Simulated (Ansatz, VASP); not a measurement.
**Two plane-wave programs on In**

File POSCAR:

```
In
1.0
    3.2123895088      0.0000000000      0.0000000000
   -1.6061947544      2.7820109215      0.0000000000
    0.0000000000      0.0000000000      3.0015764473
In
1
Direct
    0.0000000000      0.0000000000      0.0000000000
```

File INCAR.step1:

```
SYSTEM = In
PREC = Accurate
ENCUT = 550
ISMEAR = 0
SIGMA = 0.1
LREAL = .FALSE.
LASPH = .TRUE.
NELM = 120
NBANDS = 12
GGA = PE
ALGO = Normal
EDIFF = 1E-5
LWAVE = .TRUE.
LCHARG = .FALSE.
GGA_COMPAT = .FALSE.
```

The input INCAR.step2:

```
SYSTEM = In
PREC = Accurate
ENCUT = 550
EDIFF = 1E-6
ISMEAR = 0
SIGMA = 0.1
LREAL = .FALSE.
LASPH = .TRUE.
NELM = 120
ALGO = Normal
ISIF = 2
LWAVE = .FALSE.
LCHARG = .FALSE.
METAGGA = R2SCAN
LMIXTAU = .TRUE.
NBANDS = 12
ISTART = 1
GGA_COMPAT = .FALSE.
```

Contents of KPOINTS:

```
Automatic mesh
0
G
  6 6 6
  0 0 0
```

Input for Ansatz:

```yaml
crystal:
  lattice:
    - [3.2123895088, 0.0, 0.0]
    - [-1.6061947544, 2.7820109215, 0.0]
    - [0.0, 0.0, 3.0015764473]
  atoms:
    - { symbol: In, position: [0.0, 0.0, 0.0] }
basis:
  ecutwfc: 500
kpoints:
  mp_grid: { grid: [6, 6, 6] }
hamiltonian:
  xc: r2scan
scf:
  occupations: { method: gaussian, width: 0.1 }
  lower_state_search: "off"
output:
  forces: true
  stress: true
  eigenvalues: true
```

Alike in both runs: task single point; functional r2SCAN; k mesh 6 × 6 × 6; occupations gaussian, width 0.1 eV; no spin polarisation.

```csv
,VASP,Ansatz
version,VASP 6.6.1,Ansatz 0.2.0
potentials or method,"VASP PAW PBE potentials, release 64 (In_d), cutoff 550 eV","scalar-relativistic, plane waves, PAW"
valence electrons in the cell,13,13
```

VASP gave:

* gap on the k mesh at the Fermi level (eV): none
* pressure (GPa): 0.6
* traceless stress, the component that is largest in VASP (GPa): 2.61

What did Ansatz give for the same quantities?

gap on the k mesh at the Fermi level (eV): none; pressure (GPa): 0.6; traceless stress, the component that is largest in VASP (GPa): 2.63.

VASP's potentials were made for PBE, not for r2SCAN. A gap of «none» marks a metal or a gap that the smearing closes.

The k mesh is coarse, so the values compare programs but aren't converged.
